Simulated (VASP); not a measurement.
# Si4O7 (a cell with a defect) in VASP: single point with PBE

Aim: the single point of Si4O7 (a cell with a defect) with PBE.

Program: VASP 6.6.1. These are calculated values, not measurements. Logs are shortened: lines on timing, memory, paths and dates and some standing lists are left out, and cuts for length are marked.

### Step 1. The cell of the first run

The cell holds a defect, 11 atoms: a = 5.018 Å, b = 5.018 Å, c = 5.018 Å, α = 106.70°, β = 106.70°, γ = 115.16°.

### Step 2. Single point, PBE

INCAR

```
SYSTEM = Si4O7
  PREC = Accurate
  ENCUT = 520
  EDIFF = 1E-7
  ISMEAR = 0
  SIGMA = 0.05
  LREAL = .FALSE.
  LASPH = .TRUE.
  NELM = 60
  ALGO = Normal
  ISIF = 2
  LWAVE = .FALSE.
  LCHARG = .FALSE.
  GGA = PE
  NBANDS = 40
```

KPOINTS

```
Automatic mesh
0
G
  6 6 6
  0 0 0
```

POSCAR

```
Si4O7
1.0
    0.0000000000      4.2357990674     -2.6899428419
    0.0000000000     -4.2357990674     -2.6899428419
   -4.2357990674      0.0000000000      2.6899428419
Si O
4 7
Direct
    0.2500000000      0.7500000000      0.5000000000
    0.7500000000      0.2500000000      0.5000000000
    0.0000000000      0.0000000000      1.0000000000
    0.5000000000      0.5000000000      1.0000000000
    1.0000000000      0.3069827092      0.3069827092
    0.5569827092      0.7500000000      0.8069827092
    0.0569827092      0.2500000000      0.8069827092
    0.0000000000      0.6930172908      0.6930172908
    0.4373990506      0.1930172908      0.6304163414
    0.9430172908      0.7500000000      0.1930172908
    0.4430172908      0.2500000000      0.1930172908
```

Potentials or basis: VASP PAW PBE potentials, release 64 (Si, O).

Command:

```
$ cat potpaw_PBE.64/Si/POTCAR potpaw_PBE.64/O/POTCAR > POTCAR
$ mpirun -np 1 vasp_std > vasp.out
```

OUTCAR:

```text
SYSTEM = Si4O7
   PREC = Accurate
   ENCUT = 520
   EDIFF = 1E-7
   ISMEAR = 0
   LREAL = .FALSE.
   LASPH = .TRUE.
   NELM = 60
   ISIF = 2
   GGA = PE

 ion  position               nearest neighbor table
   1  0.250  0.750  0.500-   5 1.77   8 1.77   9 1.81   6 1.84  10 1.84   2 2.69   2 2.69
   2  0.750  0.250  0.500-   5 1.77   8 1.77   9 1.81   7 1.84  11 1.84   1 2.69   1 2.69
   3  0.000  0.000  0.000-   6 1.77   7 1.77  10 1.77  11 1.77   5 1.84   8 1.84   4 2.69   4 2.69

   4  0.500  0.500  0.000-   6 1.77   7 1.77  10 1.77  11 1.77   9 1.88   3 2.69   3 2.69
   5  0.000  0.307  0.307-   1 1.77   2 1.77   3 1.84
   6  0.557  0.750  0.807-   3 1.77   4 1.77   1 1.84
   7  0.057  0.250  0.807-   3 1.77   4 1.77   2 1.84
   8  0.000  0.693  0.693-   1 1.77   2 1.77   3 1.84
   9  0.437  0.193  0.630-   1 1.81   2 1.81   4 1.88
  10  0.943  0.750  0.193-   3 1.77   4 1.77   1 1.84
  11  0.443  0.250  0.193-   3 1.77   4 1.77   2 1.84

  LATTYP: Found a body centered tetragonal cell.
 ALAT       =     5.9903244886
 C/A-ratio  =     0.8980958701

  Lattice vectors:

 A1 = (   0.0000000000,   4.2357990674,  -2.6899428419)
 A2 = (   0.0000000000,  -4.2357990674,  -2.6899428419)
 A3 = (  -4.2357990674,   0.0000000000,   2.6899428419)

Analysis of symmetry for initial positions (statically):
=====================================================================
 Subroutine PRICEL returns:
 Original cell was already a primitive cell.

 Routine SETGRP: Setting up the symmetry group for a
 body centered tetragonal supercell.

 Subroutine GETGRP returns: Found  2 space group operations
 (whereof  2 operations were pure point group operations)
 out of a pool of 16 trial point group operations.

The static configuration has the point symmetry C_1h.

Analysis of symmetry for dynamics (positions and initial velocities):
=====================================================================
 Subroutine PRICEL returns:
 Original cell was already a primitive cell.

 Routine SETGRP: Setting up the symmetry group for a
 body centered tetragonal supercell.

 Subroutine GETGRP returns: Found  2 space group operations
 (whereof  2 operations were pure point group operations)
 out of a pool of 16 trial point group operations.

The dynamic configuration has the point symmetry C_1h.

 Subroutine INISYM returns: Found  2 space group operations
 (whereof  2 operations are pure point group operations),
[... 123 lines left out ...]
   TEBEG  =    0.0;   TEEND  =   0.0 temperature during run
   PSTRESS=    0.0 pullay stress
   NELECT =      58.0000    total number of electrons
   NUPDOWN=      -1.0000    fix difference up-down
   EMIN   =  10.00;   EMAX   =-10.00  energy-range for DOS
   EFERMI =   0.00;   METHOD = LEGACY
   ISMEAR =     0;   SIGMA  =   0.05  broadening in eV -4-tet -1-fermi 0-gaus
   EFERMI_NEDOS =   21; number of points for ismear=-14 and -15
   IALGO  =     38    algorithm
   IMIX   =      4    mixing-type and parameters
     AMIX     =   0.40;   BMIX     =  1.00
     AMIX_MAG =   1.60;   BMIX_MAG =  1.00
  volume/ion in A,a.u.               =       8.78        59.22
  Fermi-wavevector in a.u.,A,eV,Ry     =   1.381453  2.610568 25.965543  1.908414
  Thomas-Fermi vector in A             =   2.506236
   LORBIT       =      0    0 simple, 1 ext, 2 COOP (PROOUT), +10 PAW based schemes
   GGA     = PE    functional components
   LHFCALC =     F    Hartree Fock is set to
   AEXX    =    0.0000 exact exchange contribution
   IVDW    =     0    specifies the selected vdW correction
   LEPSILON=     F    determine dielectric tensor
   LRPA    =     F    only Hartree local field effects (RPA)
 non-spin polarized calculation
 Gauss-broadening in eV      SIGMA  =   0.05
  energy-cutoff  :      520.00
  volume of cell :       96.53
 maximum number of plane-waves:      2644
 NGX is ok and might be reduce to    40
   NGX = 19   NGY = 19   NGZ = 19

 number of electron      58.0000015 magnetization

 Free energy of the ion-electron system (eV)
  ---------------------------------------------------
  ext. energy  EPLUGINS =         0.00000000
  ---------------------------------------------------
  free energy    TOTEN  =       -80.57130515 eV

  energy without entropy =      -80.57130515  energy(sigma->0) =      -80.57130515

 E-fermi :   9.2601     XC(G=0): -11.7337

 val. band max:        8.9633870590   @ k =   0.5000  -0.3333   0.3333
 cond. band min:      10.7427612639   @ k =   0.5000  -0.0000   0.5000
 fundamental gap:      1.7793742049
 Fermi energy:         9.2601126090

 k-point     1 :       0.0000    0.0000    0.0000
  band No.  band energies     occupation
      1     -14.8323      2.00000
      2     -12.3464      2.00000
      3     -11.9301      2.00000
      4     -11.7818      2.00000
      5     -11.4556      2.00000
      6     -11.1964      2.00000
[... 1021 lines left out ...]
     39      17.7944      0.00000
     40      18.6736      0.00000

 [... further k-points ...]

------------------------ aborting loop because EDIFF is reached ----------------------------------------

  FORCE on cell =-STRESS in cart. coord.  units (eV):
  Direction    XX          YY          ZZ          XY          YZ          ZX
  --------------------------------------------------------------------------------------
  -------------------------------------------------------------------------------------
  Total        1.2833042     -1.0431110     -1.3994143     -1.3321522      0.0000000      0.0000000
  in kB       21.3008264    -17.3139978    -23.2280716    -22.1116257      0.0000000      0.0000000
  external PRESSURE =      -6.4137477 kB  Pullay stress =       0.0000000 kB

 VOLUME and BASIS-vectors are now :
 -----------------------------------------------------------------------------
  energy-cutoff  :      520.00
  volume of cell :       96.53
      direct lattice vectors                 reciprocal lattice vectors
     0.000000000  4.235799067 -2.689942842    -0.118041482  0.118041482 -0.185877556
     0.000000000 -4.235799067 -2.689942842    -0.118041482 -0.118041482 -0.185877556
    -4.235799067  0.000000000  2.689942842    -0.236082964  0.000000000  0.000000000

 POSITION                                       TOTAL-FORCE (eV/Angst)
 -----------------------------------------------------------------------------------
     -2.11790     -2.11790     -1.34497         0.582138     -0.001075     -1.414680
     -2.11790      2.11790     -1.34497         0.582138     -0.001075      1.414680
      0.00000      0.00000      0.00000        -0.219855     -0.072362      0.000000
      0.00000      0.00000     -2.68994         0.430512      0.032961      0.000000
     -1.30032     -1.30032      0.00000         0.320909      0.036250      0.000000
     -3.41822     -0.81758     -1.34497        -0.173091     -1.020022     -0.781204
     -3.41822     -0.81758      1.34497        -0.173091     -1.020022      0.781204
     -2.93548     -2.93548      0.00000        -0.124565     -0.058600      0.000000
     -2.67032      1.03515      0.00000        -3.509685      2.263272      0.000000
     -0.81758      0.81758     -4.03491         1.142297     -0.079664      0.902988
     -0.81758      0.81758     -1.34497         1.142297     -0.079664     -0.902988
 -----------------------------------------------------------------------------------
    total drift:                               -0.000012     -0.000043      0.000001

  FREE ENERGIE OF THE ION-ELECTRON SYSTEM (eV)
  ---------------------------------------------------
  free  energy   TOTEN  =       -80.5713051488 eV

  energy  without entropy=      -80.5713051488  energy(sigma->0) =      -80.57130515
```

Run time: 4.9 min. Hardware: 1 thread of Intel Xeon Platinum 8488C (Sapphire Rapids), shared host; peak memory 0.35 GiB.

Results:

```
Free energy            : -80.5713 eV
Pressure               : -0.6 GPa
Largest force          : 4.176 eV/Å
Band gap on the k mesh : 1.78 eV
```

Forces in eV/Å, atoms in the order of the input:
```
Si   0.582 -0.001 -1.415
Si   0.582 -0.001  1.415
Si  -0.220 -0.072  0.000
Si   0.431  0.033  0.000
O    0.321  0.036  0.000
O   -0.173 -1.020 -0.781
O   -0.173 -1.020  0.781
O   -0.125 -0.059  0.000
O   -3.510  2.263  0.000
O    1.142 -0.080  0.903
O    1.142 -0.080 -0.903
```

Levels at points of the mesh, in eV from the valence-band top:
```
           k point  band 27  band 28  band 29  band 30  band 31  band 32
(0.00, 0.00, 0.00)    -2.83    -2.43    -2.07     3.77     3.81     4.01
(0.50, 0.00, 0.00)    -3.05    -2.87    -0.17     3.00     3.65     5.58
(0.50, 0.00, 0.50)    -3.06    -2.81    -0.42     1.78     4.03     6.15
(0.50, 0.50, 0.00)    -3.28    -2.70    -0.71     2.66     4.58     5.81
(0.00, 0.00, 0.50)    -3.40    -3.25    -0.58     2.43     4.47     5.87
(0.50, 0.50, 0.50)    -4.13    -3.93    -0.03     2.57     3.76     5.68
```

Caveat: the cell differs from its parent crystal (atoms taken out, atom 9 moved 0.000 of the way to it and -0.375 Å across, host rigid).
